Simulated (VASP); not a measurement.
# PtSe2 in VASP: single point with PBEsol

Aim: the single point of PtSe2 with PBEsol.

Program: VASP 6.6.1. These are calculated values, not measurements. Logs are shortened: lines on timing, memory, paths and dates and some standing lists are left out, and cuts for length are marked.

## Step 1: The cell of the first run

The cell holds a slab with vacuum, 12 atoms: a = 3.760 Å, b = 6.147 Å, c = 23.510 Å, α = 90.00°, β = 90.00°, γ = 107.81°.

## Step 2: Single point, PBEsol

Contents of INCAR:

```
SYSTEM = PtSe2
ALGO = Normal ; DIPOL = 0.5 0.5 0.500
EDIFF = 1E-6 ; ENCUT = 520
GGA = PS ; IDIPOL = 3
ISIF = 2 ; ISMEAR = 0
ISYM = 0 ; LASPH = .True.
LCHARG = .False. ; LDIPOL = .True.
LREAL = .False. ; LWAVE = .False.
NBANDS = 56 ; NELM = 60
PREC = Accurate ; SIGMA = 0.1
```

Contents of KPOINTS:

```
k-points
0
Gamma
  10 6 1
  0 0 0
```

Contents of POSCAR:

```
PtSe2
1.0
    3.7603065604      0.0000000000      0.0000000000
   -1.8801532802      5.8528643211      0.0000000000
    0.0000000000      0.0000000000     23.5103383514
Se Pt
8 4
Direct
    0.9868306746      0.9736613492      0.3190085948
    0.7035907802      0.4071815605      0.3357098344
    0.3320414020      0.6640828040      0.4341024517
    0.0488015076      0.0976030153      0.4508036914
    0.6772521294      0.3545042588      0.5491963086
    0.3940122350      0.7880244701      0.5658975483
    0.0224628568      0.0449257136      0.6642901656
    0.7392229625      0.4784459249      0.6809914052
    0.3452107274      0.6904214548      0.3273592146
    0.6904214548      0.3808429096      0.4424530715
    0.0356321822      0.0712643645      0.5575469285
    0.3808429096      0.7616858193      0.6726407854
```

Potentials or basis: VASP PAW PBE potentials, release 64 (Se, Pt).

The run is started by

```bash
$ cat potpaw_PBE.64/Se/POTCAR potpaw_PBE.64/Pt/POTCAR > POTCAR
$ mpirun -np 1 vasp_std > vasp.out
```

OUTCAR:

```text
SYSTEM = PtSe2
   EDIFF = 1E-6
   ENCUT = 520
   GGA = PS
   ISIF = 2
   ISMEAR = 0
   ISYM = 0
   LASPH = .True.
   LREAL = .False.
   NELM = 60
   PREC = Accurate

 ion  position               nearest neighbor table
   1  0.987  0.974  0.319-   9 2.51   9 2.51
   2  0.704  0.407  0.336-   9 2.51   9 2.51  10 2.51
   3  0.332  0.664  0.434-  10 2.51  10 2.51   9 2.51
   4  0.049  0.098  0.451-  10 2.51  10 2.51  11 2.51
   5  0.677  0.355  0.549-  11 2.51  11 2.51  10 2.51
   6  0.394  0.788  0.566-  11 2.51  11 2.51  12 2.51
   7  0.022  0.045  0.664-  12 2.51  12 2.51  11 2.51
   8  0.739  0.478  0.681-  12 2.51  12 2.51
   9  0.345  0.690  0.327-   2 2.51   2 2.51   1 2.51   1 2.51   3 2.51
  10  0.690  0.381  0.442-   4 2.51   4 2.51   3 2.51   3 2.51   5 2.51   2 2.51
  11  0.036  0.071  0.558-   5 2.51   5 2.51   6 2.51   6 2.51   4 2.51   7 2.51
  12  0.381  0.762  0.673-   7 2.51   8 2.51   7 2.51   6 2.51   8 2.51

IMPORTANT INFORMATION: All symmetrisations will be switched off!
NOSYMM: (Re-)initialisation of all symmetry stuff for point group C_1.

----------------------------------------------------------------------------------------

                                     Primitive cell

  volume of cell :     517.4288

  direct lattice vectors                    reciprocal lattice vectors
     3.760306560  0.000000000  0.000000000     0.265935765  0.085428257  0.000000000
    -1.880153280  5.852864321  0.000000000     0.000000000  0.170856515  0.000000000
     0.000000000  0.000000000 23.510338351     0.000000000  0.000000000  0.042534479

  length of vectors
     3.760306560  6.147438257 23.510338351     0.279320279  0.170856515  0.042534479

  position of ions in fractional coordinates (direct lattice)
     0.986830675  0.973661349  0.319008595
     0.703590780  0.407181560  0.335709834
     0.332041402  0.664082804  0.434102452
     0.048801508  0.097603015  0.450803691
     0.677252129  0.354504259  0.549196309
     0.394012235  0.788024470  0.565897548
     0.022462857  0.044925714  0.664290166
     0.739222963  0.478445925  0.680991405
     0.345210727  0.690421455  0.327359215
     0.690421455  0.380842910  0.442453071
     0.035632182  0.071264365  0.557546929
     0.380842910  0.761685819  0.672640785

  ion indices of the primitive-cell ions
   primitive index   ion index
                 1           1
                 2           2
                 3           3
                 4           4
                 5           5
                 6           6
                 7           7
                 8           8
                 9           9
                10          10
                11          11
                12          12

----------------------------------------------------------------------------------------

 KPOINTS: k-points

Automatic generation of k-mesh.
 Grid dimensions read from file:
 generate k-points for:   10    6    1

 Generating k-lattice:

  Cartesian coordinates                     Fractional coordinates (reciprocal lattice)
     0.026593576  0.008542826  0.000000000     0.100000000 -0.000000000  0.000000000
     0.000000000  0.028476086  0.000000000     0.000000000  0.166666667  0.000000000
     0.000000000  0.000000000  0.042534479     0.000000000  0.000000000  1.000000000

  Length of vectors
     0.027932028  0.028476086  0.042534479

  Shift w.r.t. Gamma in fractional coordinates (k-lattice)
     0.000000000  0.000000000  0.000000000

 -----------------------------------------------------------------------------
|                                                                             |
|           W    W    AA    RRRRR   N    N  II  N    N   GGGG   !!!           |
|           W    W   A  A   R    R  NN   N  II  NN   N  G    G  !!!           |
|           W    W  A    A  R    R  N N  N  II  N N  N  G       !!!           |
|           W WW W  AAAAAA  RRRRR   N  N N  II  N  N N  G  GGG   !            |
|           WW  WW  A    A  R   R   N   NN  II  N   NN  G    G                |
|           W    W  A    A  R    R  N    N  II  N    N   GGGG   !!!           |
|                                                                             |
|     Your reciprocal lattice and k-lattice belong to different lattice       |
|     classes:                                                                |
|                                                                             |
|        The reciprocal lattice is base centered orthorhombic,                |
|        whereas your k-lattice is simple monoclinic.                         |
|                                                                             |
|     Results are often still useful ...                                      |
|                                                                             |
 -----------------------------------------------------------------------------

 WARNING: IBZKPT: internal override: KBLOWUP is changed to .FALSE.
      ... skipping the blow-up phase ...

 Subroutine IBZKPT returns following result:
 ===========================================

 Found     32 irreducible k-points:

 Following reciprocal coordinates:
            Coordinates               Weight
  0.000000  0.000000  0.000000      1.000000
  0.100000  0.000000  0.000000      2.000000
  0.200000  0.000000  0.000000      2.000000
  0.300000  0.000000  0.000000      2.000000
  0.400000  0.000000  0.000000      2.000000
  0.500000  0.000000  0.000000      1.000000
[... 16 lines left out ...]
 -0.400000  0.333333  0.000000      2.000000
 -0.300000  0.333333  0.000000      2.000000
 [... further k-points ...]
   k-points           NKPTS =     32   k-points in BZ     NKDIM =     32   number of bands    NBANDS=     56
   number of dos      NEDOS =    301   number of ions     NIONS =     12
   total plane-waves  NPLWV = 241920
   dimension x,y,z NGX =    28 NGY =   48 NGZ =  180
   dimension x,y,z NGXF=    56 NGYF=   96 NGZF=  360
   ions per type =               8   4
   NGX,Y,Z   is equivalent  to a cutoff of  12.38, 12.98, 12.73 a.u.
   NGXF,Y,Z  is equivalent  to a cutoff of  24.76, 25.96, 25.46 a.u.
 SYSTEM =  PtSe2
   PREC   = accura    normal or accurate (medium, high low for compatibility)
   ISTART =      0    job   : 0-new  1-cont  2-samecut
   ICHARG =      2    charge: 1-file 2-atom 10-const
   ISPIN  =      1    spin polarized calculation?
   LNONCOLLINEAR =      F non collinear calculations
   LSORBIT =      F    spin-orbit coupling
   LASPH  =      T    aspherical Exc in radial PAW
   ENCUT  =  520.0 eV  38.22 Ry    6.18 a.u.   6.99 11.43 43.71*2*pi/ulx,y,z
   NELM   =     60;   NELMIN=  2; NELMDL= -5     # of ELM steps
   EDIFF  = 0.1E-05   stopping-criterion for ELM
   LREAL  =      F    real-space projection
   EDIFFG = 0.1E-04   stopping-criterion for IOM
   NSW    =      0    number of steps for IOM
   IBRION =     -1    ionic relax: 0-MD 1-quasi-New 2-CG
   NFREE  =      0    steps in history (QN), initial steepest desc. (CG)
   ISIF   =      2    stress and relaxation
   ISYM   =      0    0-nonsym 1-usesym 2-fastsym
   POTIM  = 0.5000    time-step for ionic-motion
   TEBEG  =    0.0;   TEEND  =   0.0 temperature during run
   PSTRESS=    0.0 pullay stress
   NELECT =      88.0000    total number of electrons
   NUPDOWN=      -1.0000    fix difference up-down
   EMIN   =  10.00;   EMAX   =-10.00  energy-range for DOS
   EFERMI =   0.00;   METHOD = LEGACY
   ISMEAR =     0;   SIGMA  =   0.10  broadening in eV -4-tet -1-fermi 0-gaus
   EFERMI_NEDOS =   21; number of points for ismear=-14 and -15
   IALGO  =     38    algorithm
   IMIX   =      4    mixing-type and parameters
     AMIX     =   0.40;   BMIX     =  1.00
     AMIX_MAG =   1.60;   BMIX_MAG =  1.00
  volume/ion in A,a.u.               =      43.12       290.98
  Fermi-wavevector in a.u.,A,eV,Ry     =   0.907024  1.714027 11.193416  0.822693
  Thomas-Fermi vector in A             =   2.030782
   LORBIT       =      0    0 simple, 1 ext, 2 COOP (PROOUT), +10 PAW based schemes
   GGA     = PS    functional components
   LHFCALC =     F    Hartree Fock is set to
   AEXX    =    0.0000 exact exchange contribution
   IVDW    =     0    specifies the selected vdW correction
   LEPSILON=     F    determine dielectric tensor
   LRPA    =     F    only Hartree local field effects (RPA)
 non-spin polarized calculation
 Gauss-broadening in eV      SIGMA  =   0.10
  energy-cutoff  :      520.00
  volume of cell :      517.43
 maximum number of plane-waves:     13985
   NGX = 13   NGY = 23   NGZ = 87

 dipolmoment           0.000000      0.000000     -0.000001 electrons x Angstroem

 number of electron      88.0000000 magnetization

 dipolmoment           0.000000      0.000000      0.000000 electrons x Angstroem

 Free energy of the ion-electron system (eV)
  ---------------------------------------------------
  ext. energy  EPLUGINS =         0.00000000
  ---------------------------------------------------
  free energy    TOTEN  =       -61.22475336 eV

  energy without entropy =      -61.18271879  energy(sigma->0) =      -61.20373607

 E-fermi :  -0.1734     XC(G=0):  -5.6447

 val. band max:       -0.1748334742   @ k =   0.3000   0.0000   0.0000
 cond. band min:      -0.1718198554   @ k =  -0.3000   0.1667   0.0000
 fundamental gap:      0.0030136188
 Fermi energy:        -0.1733738573

 k-point     1 :       0.0000    0.0000    0.0000
  band No.  band energies     occupation
      1     -15.4376      2.00000
      2     -14.7636      2.00000
      3     -13.9824      2.00000
      4     -13.7863      2.00000
      5     -13.3645      2.00000
      6     -13.0067      2.00000
[... 48 lines left out ...]
     55       4.2488      0.00000
     56       4.3726      0.00000

 k-point     2 :       0.1000    0.0000    0.0000
  band No.  band energies     occupation
      1     -15.3494      2.00000
      2     -14.6829      2.00000
      3     -13.9148      2.00000
      4     -13.7331      2.00000
      5     -13.4054      2.00000
      6     -13.0449      2.00000
[... 48 lines left out ...]
     55       4.6366      0.00000
     56       4.6896      0.00000

 k-point     3 :       0.2000    0.0000    0.0000
  band No.  band energies     occupation
      1     -15.0965      2.00000
      2     -14.4550      2.00000
      3     -13.7401      2.00000
      4     -13.6131      2.00000
      5     -13.4835      2.00000
      6     -13.1447      2.00000
[... 1172 lines left out ...]
 k-point    23 :      -0.4000    0.3333    0.0000
  band No.  band energies     occupation
      1     -14.3233      2.00000
      2     -13.8150      2.00000
      3     -13.7177      2.00000
      4     -13.5335      2.00000
      5     -13.3330      2.00000
      6     -13.2888      2.00000
[... 48 lines left out ...]
     55       5.1365      0.00000
     56       5.4698      0.00000

 k-point    24 :      -0.3000    0.3333    0.0000
  band No.  band energies     occupation
      1     -14.6928      2.00000
      2     -14.1090      2.00000
      3     -13.7193      2.00000
      4     -13.4748      2.00000
      5     -13.4330      2.00000
      6     -13.2629      2.00000
[... 48 lines left out ...]
     55       5.2955      0.00000
     56       5.3808      0.00000

 [... further k-points ...]

------------------------ aborting loop because EDIFF is reached ----------------------------------------

 vacuum level on the upper side and lower side of the slab       (xc-potential included)        -0.130        -0.130

  FORCE on cell =-STRESS in cart. coord.  units (eV):
  Direction    XX          YY          ZZ          XY          YZ          ZX
  --------------------------------------------------------------------------------------
  -------------------------------------------------------------------------------------
  Total       -7.3305269     -6.3970441     -0.8954025     -0.0109162      1.2514339     -0.0064016
  in kB      -22.6983969    -19.8079411     -2.7725431     -0.0338013      3.8749662     -0.0198222
  external PRESSURE =     -15.0929604 kB  Pullay stress =       0.0000000 kB

 VOLUME and BASIS-vectors are now :
 -----------------------------------------------------------------------------
  energy-cutoff  :      520.00
  volume of cell :      517.43
      direct lattice vectors                 reciprocal lattice vectors
     3.760306560  0.000000000  0.000000000     0.265935765  0.085428257  0.000000000
    -1.880153280  5.852864321  0.000000000     0.000000000  0.170856515  0.000000000
     0.000000000  0.000000000 23.510338351     0.000000000  0.000000000  0.042534479

 POSITION                                       TOTAL-FORCE (eV/Angst)
 -----------------------------------------------------------------------------------
      1.88015      5.69871      7.50000         0.010588     -0.941914     -0.215393
      1.88015      2.38318      7.89265        -0.012518      0.229745     -0.502793
      0.00000      3.88679     10.20590         0.006264     -0.082295      0.300388
     -0.00000      0.57126     10.59855        -0.002155      0.097050     -0.097265
      1.88015      2.07487     12.91179         0.002250     -0.097098      0.097185
     -0.00000      4.61220     13.30444        -0.006280      0.082468     -0.300301
     -0.00000      0.26294     15.61769         0.012457     -0.229862      0.502733
      1.88015      2.80028     16.01034        -0.010697      0.941903      0.215404
      0.00000      4.04094      7.69633         0.000542      0.587840      0.767743
      1.88015      2.22902     10.40222        -0.002228      0.091631     -0.140602
     -0.00000      0.41710     13.10812         0.002178     -0.091850      0.140656
     -0.00000      4.45804     15.81401        -0.000403     -0.587619     -0.767755
 -----------------------------------------------------------------------------------
    total drift:                                0.000016     -0.000071      0.000161

  FREE ENERGIE OF THE ION-ELECTRON SYSTEM (eV)
  ---------------------------------------------------
  free  energy   TOTEN  =       -61.2247533556 eV

  energy  without entropy=      -61.1827187939  energy(sigma->0) =      -61.20373607

 vacuum level on the upper side and lower side of the slab         5.240         5.240
```

Wall time 16 min (1 thread of Intel Xeon 6975P-C (Granite Rapids), shared host); peak memory 0.99 GiB.

Results:

```yaml
Free_energy: -61.2248 eV
Largest_force: 0.967 eV/Å
Band_gap_on_the_k_mesh: zero (bands 44 and 45 overlap by 0.66 eV)
```

Forces on the atoms (eV/Å):
```
Se   0.011 -0.942 -0.215
Se  -0.013  0.230 -0.503
Se   0.006 -0.082  0.300
Se  -0.002  0.097 -0.097
Se   0.002 -0.097  0.097
Se  -0.006  0.082 -0.300
Se   0.012 -0.230  0.503
Se  -0.011  0.942  0.215
Pt   0.001  0.588  0.768
Pt  -0.002  0.092 -0.141
Pt   0.002 -0.092  0.141
Pt   0.000 -0.588 -0.768
```

Caveat: the PAW data sets were made with another functional, which shifts forces and pressure a little; spin-orbit coupling is left out, which moves the levels of the heavy elements.
